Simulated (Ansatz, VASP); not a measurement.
Two plane-wave programs on Cs

Contents of INCAR:

```
PREC     = Accurate       # precision mode
ENCUT    = 520            # plane-wave cutoff, eV
EDIFF    = 1E-6           # SCF threshold, eV
ISMEAR   = 0              # smearing method
SIGMA    = 0.1            # smearing width, eV
LREAL    = False          # projectors in reciprocal space
LASPH    = True           # aspherical terms in the spheres
NELM     = 60             # most SCF steps
ALGO     = Normal         # electronic algorithm
ISIF     = 2              # what is computed and relaxed
LWAVE    = False          # write WAVECAR
LCHARG   = False          # write CHGCAR
GGA      = PE             # functional
NBANDS   = 10             # bands
```

The input KPOINTS:

```
Automatic mesh
0
Gamma
  10 10 10
```

POSCAR

```
Cs
1.0
   -2.9509704872      2.9509704872      2.9509704872
    2.9509704872     -2.9509704872      2.9509704872
    2.9509704872      2.9509704872     -2.9509704872
Cs
1
Direct
    0.0000000000      0.0000000000      0.0000000000
```

Input for Ansatz:

```yaml
crystal:
  lattice:
    - [-2.9509704872, 2.9509704872, 2.9509704872]
    - [2.9509704872, -2.9509704872, 2.9509704872]
    - [2.9509704872, 2.9509704872, -2.9509704872]
  atoms:
    - { symbol: Cs, position: [0.0, 0.0, 0.0] }
basis:
  ecutwfc: 420
kpoints:
  mp_grid: { grid: [10, 10, 10] }
hamiltonian:
  xc: pbe
scf:
  occupations: { method: gaussian, width: 0.1 }
output:
  forces: true
  stress: true
  eigenvalues: true
```

Alike in both runs: task single point; functional PBE; k mesh 10 × 10 × 10; occupations gaussian, width 0.1 eV; no spin polarisation.

|  | VASP | Ansatz |
| --- | --- | --- |
| version | VASP 6.6.1 | Ansatz 0.2.0 |
| potentials or method | VASP PAW PBE potentials, release 64 (Cs_sv), cutoff 520 eV | scalar-relativistic, plane waves, PAW |
| valence electrons in the cell | 9 | 9 |

|  | VASP | Ansatz | Ansatz less VASP |
| --- | --- | --- | --- |
| gap on the k mesh at the Fermi level (eV) | none | none | - |
| pressure (GPa) | 0.3 | 0.3 | +0.01 |

A gap of «none» marks a metal or a gap that the smearing closes.

Spin-orbit coupling is off throughout.
